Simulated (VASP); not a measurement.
# Li3SCl (Pm-3m) in VASP: notebook

Runs on Li3SCl. Level: LDA. Tasks: single point.

All numbers are computed with VASP 6.6.1; they aren't measurements. Logs are shortened: lines on timing, memory, paths and dates and some standing lists are left out, and cuts for length are marked.

## Step 1: The cell of the first run

It takes space group Pm-3m (No. 221, cubic). The conventional cell has a = 4.443 Å, b = 4.443 Å, c = 4.443 Å, α = 90.00°, β = 90.00°, γ = 90.00°. Within 4.1 Å of Cl (site symmetry m-3m) lie 12 Li at 3.14 Å and 8 S at 3.85 Å. Within 2.9 Å of S (site symmetry m-3m) lie 6 Li at 2.22 Å. Within 2.9 Å of Li (site symmetry 4/mmm) lie 2 S at 2.22 Å.

## Step 2: Single point, LDA

INCAR

```
PREC     = Accurate       # precision mode
ENCUT    = 520            # plane-wave cutoff, eV
EDIFF    = 1E-6           # SCF threshold, eV
ISMEAR   = 1              # smearing method
SIGMA    = 0.01           # smearing width, eV
LREAL    = F              # projectors in reciprocal space
LASPH    = T              # aspherical terms in the spheres
NELM     = 60             # most SCF steps
ALGO     = Normal         # electronic algorithm
ISIF     = 2              # what is computed and relaxed
LWAVE    = F              # write WAVECAR
LCHARG   = F              # write CHGCAR
GGA      = CA             # functional
NBANDS   = 19             # bands
```

KPOINTS

```
regular mesh
0
Gamma
  4 4 4
```

POSCAR

```
Li3SCl
1.0
    4.4430884225      0.0000000000      0.0000000000
    0.0000000000      4.4430884225      0.0000000000
    0.0000000000      0.0000000000      4.4430884225
Cl S Li
1 1 3
Direct
    0.0000000000      0.0000000000      0.0000000000
    0.5000000000      0.5000000000      0.5000000000
    0.5000000000      0.5000000000      0.0000000000
    0.0000000000      0.5000000000      0.5000000000
    0.5000000000      0.0000000000      0.5000000000
```

Potentials or basis: VASP PAW LDA potentials, release 64 (Cl, S, Li_sv).

The run is started by

```sh
$ cat potpaw_LDA.64/Cl/POTCAR potpaw_LDA.64/S/POTCAR potpaw_LDA.64/Li_sv/POTCAR > POTCAR
$ mpirun -np 1 vasp_std > vasp.out
```

OUTCAR:

```text
PREC = Accurate
   ENCUT = 520
   EDIFF = 1E-6
   ISMEAR = 1
   LREAL = F
   LASPH = T
   NELM = 60
   ISIF = 2
   GGA = CA

 ion  position               nearest neighbor table
   1  0.000  0.000  0.000-
   2  0.500  0.500  0.500-   3 2.22   4 2.22   5 2.22   3 2.22   5 2.22   4 2.22
   3  0.500  0.500  0.000-   2 2.22   2 2.22
   4  0.000  0.500  0.500-   2 2.22   2 2.22
   5  0.500  0.000  0.500-   2 2.22   2 2.22

  LATTYP: Found a simple cubic cell.
 ALAT       =     4.4430884225

  Lattice vectors:

 A1 = (   4.4430884225,   0.0000000000,   0.0000000000)
 A2 = (   0.0000000000,   4.4430884225,   0.0000000000)
 A3 = (   0.0000000000,   0.0000000000,   4.4430884225)

Analysis of symmetry for initial positions (statically):
=====================================================================
 Subroutine PRICEL returns:
 Original cell was already a primitive cell.

 Routine SETGRP: Setting up the symmetry group for a
 simple cubic supercell.

 Subroutine GETGRP returns: Found 48 space group operations
 (whereof 48 operations were pure point group operations)
 out of a pool of 48 trial point group operations.

The static configuration has the point symmetry O_h .

Analysis of symmetry for dynamics (positions and initial velocities):
=====================================================================
 Subroutine PRICEL returns:
 Original cell was already a primitive cell.

 Routine SETGRP: Setting up the symmetry group for a
 simple cubic supercell.

 Subroutine GETGRP returns: Found 48 space group operations
 (whereof 48 operations were pure point group operations)
 out of a pool of 48 trial point group operations.

The dynamic configuration has the point symmetry O_h .

 Subroutine INISYM returns: Found 48 space group operations
 (whereof 48 operations are pure point group operations),
 and found     1 'primitive' translations

----------------------------------------------------------------------------------------

                                     Primitive cell

  volume of cell :      87.7112

  direct lattice vectors                    reciprocal lattice vectors
     4.443088422  0.000000000  0.000000000     0.225068670  0.000000000  0.000000000
     0.000000000  4.443088422  0.000000000     0.000000000  0.225068670  0.000000000
     0.000000000  0.000000000  4.443088422     0.000000000  0.000000000  0.225068670

  length of vectors
     4.443088422  4.443088422  4.443088422     0.225068670  0.225068670  0.225068670

  position of ions in fractional coordinates (direct lattice)
     0.000000000  0.000000000  0.000000000
     0.500000000  0.500000000  0.500000000
     0.500000000  0.500000000  0.000000000
     0.000000000  0.500000000  0.500000000
     0.500000000  0.000000000  0.500000000

  ion indices of the primitive-cell ions
   primitive index   ion index
                 1           1
                 2           2
                 3           3
                 4           4
                 5           5

----------------------------------------------------------------------------------------

 KPOINTS: regular mesh

Automatic generation of k-mesh.
 Grid dimensions read from file:
 generate k-points for:    4    4    4

 Generating k-lattice:

  Cartesian coordinates                     Fractional coordinates (reciprocal lattice)
     0.056267167  0.000000000  0.000000000     0.250000000  0.000000000  0.000000000
     0.000000000  0.056267167  0.000000000     0.000000000  0.250000000  0.000000000
     0.000000000  0.000000000  0.056267167     0.000000000  0.000000000  0.250000000

  Length of vectors
     0.056267167  0.056267167  0.056267167

  Shift w.r.t. Gamma in fractional coordinates (k-lattice)
     0.000000000  0.000000000  0.000000000

 Subroutine IBZKPT returns following result:
 ===========================================

 Found     10 irreducible k-points:

 Following reciprocal coordinates:
            Coordinates               Weight
  0.000000  0.000000  0.000000      1.000000
  0.250000  0.000000  0.000000      6.000000
  0.500000  0.000000  0.000000      3.000000
  0.250000  0.250000  0.000000     12.000000
  0.500000  0.250000  0.000000     12.000000
  0.500000  0.500000  0.000000      3.000000
  0.250000  0.250000  0.250000      8.000000
  0.500000  0.250000  0.250000     12.000000
  0.500000  0.500000  0.250000      6.000000
  0.500000  0.500000  0.500000      1.000000
   k-points           NKPTS =     10   k-points in BZ     NKDIM =     10   number of bands    NBANDS=     19
   number of dos      NEDOS =    301   number of ions     NIONS =      5
   total plane-waves  NPLWV =  46656
   dimension x,y,z NGX =    36 NGY =   36 NGZ =   36
   dimension x,y,z NGXF=    72 NGYF=   72 NGZF=   72
   ions per type =               1   1   3
   NGX,Y,Z   is equivalent  to a cutoff of  13.47, 13.47, 13.47 a.u.
   NGXF,Y,Z  is equivalent  to a cutoff of  26.94, 26.94, 26.94 a.u.
 SYSTEM =  unknown system
   PREC   = accura    normal or accurate (medium, high low for compatibility)
   ISTART =      0    job   : 0-new  1-cont  2-samecut
   ICHARG =      2    charge: 1-file 2-atom 10-const
   ISPIN  =      1    spin polarized calculation?
   LNONCOLLINEAR =      F non collinear calculations
   LSORBIT =      F    spin-orbit coupling
   LASPH  =      T    aspherical Exc in radial PAW
   ENCUT  =  520.0 eV  38.22 Ry    6.18 a.u.   8.26  8.26  8.26*2*pi/ulx,y,z
   NELM   =     60;   NELMIN=  2; NELMDL= -5     # of ELM steps
   EDIFF  = 0.1E-05   stopping-criterion for ELM
   LREAL  =      F    real-space projection
   EDIFFG = 0.1E-04   stopping-criterion for IOM
   NSW    =      0    number of steps for IOM
   IBRION =     -1    ionic relax: 0-MD 1-quasi-New 2-CG
   NFREE  =      0    steps in history (QN), initial steepest desc. (CG)
   ISIF   =      2    stress and relaxation
   ISYM   =      2    0-nonsym 1-usesym 2-fastsym
   POTIM  = 0.5000    time-step for ionic-motion
   TEBEG  =    0.0;   TEEND  =   0.0 temperature during run
   PSTRESS=    0.0 pullay stress
   NELECT =      22.0000    total number of electrons
   NUPDOWN=      -1.0000    fix difference up-down
   EMIN   =  10.00;   EMAX   =-10.00  energy-range for DOS
   EFERMI =   0.00;   METHOD = LEGACY
   ISMEAR =     1;   SIGMA  =   0.01  broadening in eV -4-tet -1-fermi 0-gaus
   EFERMI_NEDOS =   21; number of points for ismear=-14 and -15
   IALGO  =     38    algorithm
   IMIX   =      4    mixing-type and parameters
     AMIX     =   0.40;   BMIX     =  1.00
     AMIX_MAG =   1.60;   BMIX_MAG =  1.00
  volume/ion in A,a.u.               =      17.54       118.38
  Fermi-wavevector in a.u.,A,eV,Ry     =   1.032438  1.951025 14.502842  1.065929
  Thomas-Fermi vector in A             =   2.166636
   LORBIT       =      0    0 simple, 1 ext, 2 COOP (PROOUT), +10 PAW based schemes
   GGA     = CA    functional components
   LHFCALC =     F    Hartree Fock is set to
   AEXX    =    0.0000 exact exchange contribution
   IVDW    =     0    specifies the selected vdW correction
   LEPSILON=     F    determine dielectric tensor
   LRPA    =     F    only Hartree local field effects (RPA)
 non-spin polarized calculation
 Methfessel and Paxton  Order N= 1 SIGMA  =   0.01
  energy-cutoff  :      520.00
  volume of cell :       87.71
 maximum number of plane-waves:      2383
 NGX is ok and might be reduce to    36
   NGX = 17   NGY = 17   NGZ = 17

 number of electron      22.0000012 magnetization

 Free energy of the ion-electron system (eV)
  ---------------------------------------------------
  ext. energy  EPLUGINS =         0.00000000
  ---------------------------------------------------
  free energy    TOTEN  =       -19.99571118 eV

  energy without entropy =      -19.99576553  energy(sigma->0) =      -19.99572929

 E-fermi :   0.5176     XC(G=0):  -8.5253

 val. band max:        0.5091970620   @ k =   0.5000   0.5000   0.0000
 cond. band min:       4.2855486088   @ k =   0.5000   0.5000   0.0000
 fundamental gap:      3.7763515468
 Fermi energy:         0.5176158840

 k-point     1 :       0.0000    0.0000    0.0000
  band No.  band energies     occupation
      1     -42.5501      2.00000
      2     -42.5311      2.00000
      3     -42.5311      2.00000
      4     -12.5835      2.00000
      5      -9.6606      2.00000
      6      -1.6088      2.00000
[... 11 lines left out ...]
     18      10.9024      0.00000
     19      10.9079      0.00000

 k-point     2 :       0.2500    0.0000    0.0000
  band No.  band energies     occupation
      1     -42.5476      2.00000
      2     -42.5335      2.00000
      3     -42.5312      2.00000
      4     -12.5502      2.00000
      5      -9.7306      2.00000
      6      -1.5375      2.00000
[... 11 lines left out ...]
     18       9.9907      0.00000
     19      10.1071      0.00000

 k-point     3 :       0.5000    0.0000    0.0000
  band No.  band energies     occupation
      1     -42.5436      2.00000
      2     -42.5371      2.00000
      3     -42.5312      2.00000
      4     -12.5156      2.00000
      5      -9.8009      2.00000
      6      -1.4136      2.00000
[... 11 lines left out ...]
     18       9.2424      0.00000
     19       9.5710      0.00000

 k-point     4 :       0.2500    0.2500    0.0000
  band No.  band energies     occupation
      1     -42.5453      2.00000
      2     -42.5341      2.00000
      3     -42.5324      2.00000
      4     -12.5220      2.00000
      5      -9.7765      2.00000
      6      -1.8911      2.00000
[... 99 lines left out ...]
     18      10.4711      0.00000
     19      10.9532      0.00000

 k-point     9 :       0.5000    0.5000    0.2500
  band No.  band energies     occupation
      1     -42.5372      2.00000
      2     -42.5371      2.00000
      3     -42.5371      2.00000
      4     -12.4472      2.00000
      5      -9.8746      2.00000
      6      -1.9218      2.00000
[... 11 lines left out ...]
     18      10.2269      0.00000
     19      10.9053      0.00000

 k-point    10 :       0.5000    0.5000    0.5000
  band No.  band energies     occupation
      1     -42.5370      2.00000
      2     -42.5370      2.00000
      3     -42.5370      2.00000
      4     -12.4239      2.00000
      5      -9.9041      2.00000
      6      -1.5560      2.00000
[... 11 lines left out ...]
     18      10.3194      0.00000
     19      10.3194      0.00000

------------------------ aborting loop because EDIFF is reached ----------------------------------------

  FORCE on cell =-STRESS in cart. coord.  units (eV):
  Direction    XX          YY          ZZ          XY          YZ          ZX
  --------------------------------------------------------------------------------------
  -------------------------------------------------------------------------------------
  Total        0.3718540      0.3718540      0.3718540     -0.0000000     -0.0000000      0.0000000
  in kB        6.7924766      6.7924766      6.7924766     -0.0000000     -0.0000000      0.0000000
  external PRESSURE =       6.7924766 kB  Pullay stress =       0.0000000 kB

 VOLUME and BASIS-vectors are now :
 -----------------------------------------------------------------------------
  energy-cutoff  :      520.00
  volume of cell :       87.71
      direct lattice vectors                 reciprocal lattice vectors
     4.443088422  0.000000000  0.000000000     0.225068670  0.000000000  0.000000000
     0.000000000  4.443088422  0.000000000     0.000000000  0.225068670  0.000000000
     0.000000000  0.000000000  4.443088422     0.000000000  0.000000000  0.225068670

 POSITION                                       TOTAL-FORCE (eV/Angst)
 -----------------------------------------------------------------------------------
      0.00000      0.00000      0.00000         0.000000      0.000000      0.000000
      2.22154      2.22154      2.22154         0.000000      0.000000      0.000000
      2.22154      2.22154      0.00000         0.000000      0.000000      0.000000
      0.00000      2.22154      2.22154         0.000000      0.000000      0.000000
      2.22154      0.00000      2.22154         0.000000      0.000000      0.000000
 -----------------------------------------------------------------------------------
    total drift:                                0.000000      0.000000      0.000000

  FREE ENERGIE OF THE ION-ELECTRON SYSTEM (eV)
  ---------------------------------------------------
  free  energy   TOTEN  =       -19.9957111765 eV

  energy  without entropy=      -19.9957655319  energy(sigma->0) =      -19.99572929
```

Wall time 11 s (1 thread of Intel Xeon Platinum 8488C (Sapphire Rapids), shared host); peak memory 0.17 GiB.

Results:

```yaml
Free_energy: -19.9957 eV
Band_gap_on_the_k_mesh: 3.78 eV, direct
```

Levels at points of the mesh, in eV from the valence-band top:
```
           k point  band 9  band 10  band 11  band 12  band 13  band 14
(0.00, 0.00, 0.00)   -0.43    -0.43    -0.43     4.11     6.27     6.27
(0.50, 0.00, 0.00)   -1.35    -1.21    -1.21     6.41     6.47     7.29
(0.50, 0.50, 0.00)   -1.01     0.00     0.00     3.78     6.39     6.39
(0.50, 0.50, 0.50)   -0.93    -0.93    -0.93     5.99     5.99     5.99
```

Caveat: the cutoff is under 1.25 times the usual one of these potentials, so pressure, stress and relaxed cells hold a basis-set (Pulay) error.

## Step 3: Single point, LDA

This run uses another cell than the first one, of 17.90 Å³/atom, 1.020 times its volume.

INCAR

```
SYSTEM = Li3SCl
PREC = Accurate
ENCUT = 520
EDIFF = 1E-7
ISMEAR = 1
SIGMA = 0.01
LREAL = .False.
LASPH = .True.
NELM = 60
ALGO = Normal
ISIF = 2
LWAVE = .False.
LCHARG = .False.
GGA = CA
NBANDS = 19
```

KPOINTS

```
Automatic mesh
0
Gamma
  4 4 4
  0 0 0
```

Edit POSCAR of step 2 so:

```diff
@@ -2,5 +2,5 @@
 1.0
-    4.4430884225      0.0000000000      0.0000000000
-    0.0000000000      4.4430884225      0.0000000000
-    0.0000000000      0.0000000000      4.4430884225
+    4.4731102009      0.0000000000      0.0000000000
+    0.0000000000      4.4731102009      0.0000000000
+    0.0000000000      0.0000000000      4.4731102009
 Cl S Li
```

Potentials or basis: VASP PAW LDA potentials, release 64 (Cl, S, Li_sv).

The run is started by

```sh
$ cat potpaw_LDA.64/Cl/POTCAR potpaw_LDA.64/S/POTCAR potpaw_LDA.64/Li_sv/POTCAR > POTCAR
$ mpirun -np 1 vasp_std > vasp.out
```

It took 11 s on 1 thread of Intel Xeon Platinum 8488C (Sapphire Rapids), shared host; peak memory 0.16 GiB.

The run converged. Its results:

| Property | Result |
| --- | --- |
| Free energy | -20.0005 eV |
| Band gap on the k mesh | 3.80 eV, direct |

Levels at points of the mesh, in eV from the valence-band top:
| k point | band 9 | band 10 | band 11 | band 12 | band 13 | band 14 |
| --- | --- | --- | --- | --- | --- | --- |
| (0.00, 0.00, 0.00) | -0.42 | -0.42 | -0.42 | 4.05 | 6.26 | 6.26 |
| (0.50, 0.00, 0.00) | -1.30 | -1.16 | -1.16 | 6.40 | 6.42 | 7.18 |
| (0.50, 0.50, 0.00) | -0.98 | 0.00 | 0.00 | 3.80 | 6.41 | 6.41 |
| (0.50, 0.50, 0.50) | -0.91 | -0.91 | -0.91 | 5.95 | 5.95 | 5.95 |

Caveat: the cutoff is under 1.25 times the usual one of these potentials, so pressure, stress and relaxed cells hold a basis-set (Pulay) error. A k mesh can miss the band edges.

[end of part 1 of 2]
